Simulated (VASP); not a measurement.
A run of VASP 6.6.1:

The input INCAR:

```
SYSTEM = MgO2
  PREC = Accurate
  ENCUT = 520
  EDIFF = 1E-6
  ISMEAR = 0
  SIGMA = 0.02
  LREAL = .FALSE.
  LASPH = .TRUE.
  NELM = 80
  ALGO = Normal
  ISIF = 2
  LWAVE = .FALSE.
  LCHARG = .FALSE.
  GGA = PS
  NBANDS = 14
```

Contents of KPOINTS:

```
regular mesh
0
G
  12 12 12
  0 0 0
```

Contents of POSCAR:

```
MgO2
1.0
    1.5447437295      0.8918582080      3.4164451819
   -1.5447437295      0.8918582080      3.4164451819
    0.0000000000     -1.7837164161      3.4164451819
Mg O
1 2
Direct
    0.0000000000      0.0000000000      0.0000000000
    0.4291616525      0.4291616525      0.4291616525
    0.5708383475      0.5708383475      0.5708383475
```

Potentials or basis: VASP PAW PBE potentials, release 64 (Mg, O).

The run is started by

```console
$ cat potpaw_PBE.64/Mg/POTCAR potpaw_PBE.64/O/POTCAR > POTCAR
$ mpirun -np 1 vasp_std > vasp.out
```

Hardware: 1 thread of Intel(R) Xeon(R) 6975P-C (Granite Rapids), on a shared host.

Task: Estimate the wall time of this run.

Result: Run time: 45 s on 1 thread of Intel(R) Xeon(R) 6975P-C (Granite Rapids) (shared host), peak memory 0.22 GiB. Counts: scf iterations 13, k points 189.
